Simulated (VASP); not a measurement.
## NbBiF: relaxation of cell and atoms with PBE

The system is NbBiF.

```xyz
3
Lattice="3.7483 0.0000 0.0000 0.0000 3.7873 0.0000 0.0000 0.0000 3.8663" Properties=species:S:1:pos:R:3 pbc="T T T"
Nb    1.8741    1.8937    0.0000
Bi    0.0000    0.0000    0.0000
F     1.8741    1.8937    1.9332
```

The cell was built from a structure type or drawn by symmetry, and may not be a known phase.

```yaml
Program: VASP 6.6.1
Task: relaxation of cell and atoms
Functional: PBE
Potentials_or_basis: VASP PAW PBE potentials, release 64 (Nb_sv, Bi_d, F)
Cutoff: 600 eV
k_mesh: 4 × 4 × 4
Occupations: gaussian, width 0.1 eV
Spin: no spin polarisation
Dipole_correction: no
Further_INCAR_settings: ALGO = Normal; EDIFF = 1e-06; IBRION = 2; EDIFFG = -0.04; NSW = 90; ISIF = 3
```

The relaxed volume is 22.55 Å³/atom, the relaxed cell is a = 4.043 Å, b = 4.088 Å, c = 4.093 Å, α = 90.00°, β = 90.00°, γ = 90.00° and the space group after relaxing (to 0.1 Å) is P4/mmm (No. 123). The energy gained by relaxing is 334.2 meV/atom and the ionic steps are 7. The pressure after relaxing is 0.2 GPa and the band gap on the k mesh is zero (an odd number of electrons rules out a gap without spin polarisation).

The path:
```tsv
step	energy change (eV)	largest force (eV/Å)	pressure (GPa)	volume (Å³)
1	0.0000	0.0000	30.19	54.89
2	-0.0176	0.0000	-12.94	87.08
3	-0.9925	0.0000	-0.89	68.35
4	-0.9943	0.0000	-0.28	67.86
5	-0.9944	0.0000	0.09	67.58
6	-1.0022	0.0000	0.24	67.67
7	-1.0027	0.0000	0.19	67.66
```

Final structure:
```
CELL_PARAMETERS angstrom
4.04334 0.00000 0.00000
0.00000 4.08799 0.00000
0.00000 0.00000 4.09320
ATOMIC_POSITIONS crystal
Nb 0.50000 0.50000 0.00000
Bi 0.00000 0.00000 0.00000
F 0.50000 0.50000 0.50000
```

Levels at points of the mesh, in eV from the Fermi level:
```csv
k point,band 13,band 14,band 15,band 16,band 17,band 18,band 19,band 20,band 21
"(0.00, 0.00, 0.00)",-6.82,-6.81,-1.73,-0.21,-0.07,-0.04,0.09,0.22,0.42
"(0.50, 0.00, 0.00)",-6.77,-6.77,-4.99,-3.08,-1.59,-0.07,0.32,2.52,3.21
"(0.00, 0.50, 0.00)",-6.76,-6.76,-4.98,-2.99,-1.61,-0.04,0.20,2.51,3.21
"(0.50, 0.50, 0.00)",-7.09,-7.09,-2.53,-2.47,-0.57,-0.56,0.60,0.83,1.51
"(0.00, 0.00, 0.50)",-7.23,-7.21,-2.82,-1.54,-0.15,0.31,0.44,1.08,1.11
"(0.50, 0.00, 0.50)",-7.63,-7.21,-4.64,-2.91,-1.88,0.43,1.10,1.86,3.15
"(0.00, 0.50, 0.50)",-7.63,-7.20,-4.63,-2.82,-1.91,0.31,1.12,1.87,3.14
"(0.50, 0.50, 0.50)",-7.44,-7.43,-2.47,-2.42,-1.39,0.54,0.55,0.65,1.39
```

It took 3 min on 1 thread of Intel(R) Xeon(R) Platinum 8259CL CPU @ 2.50GHz (Skylake/Cascade Lake), on a shared host, peak memory 0.2 GiB.

Caveat: the k points lie up to 0.39 Å⁻¹ apart in the final cell, too coarse for converged energies and pressures of a metal; the volume moved by over 15 % at a fixed basis, so the end points are rough; spin-orbit coupling is left out, which moves the levels of the heavy elements; an odd number of electrons without spin polarisation forces a metal; a magnetic or distorted state may lie lower.
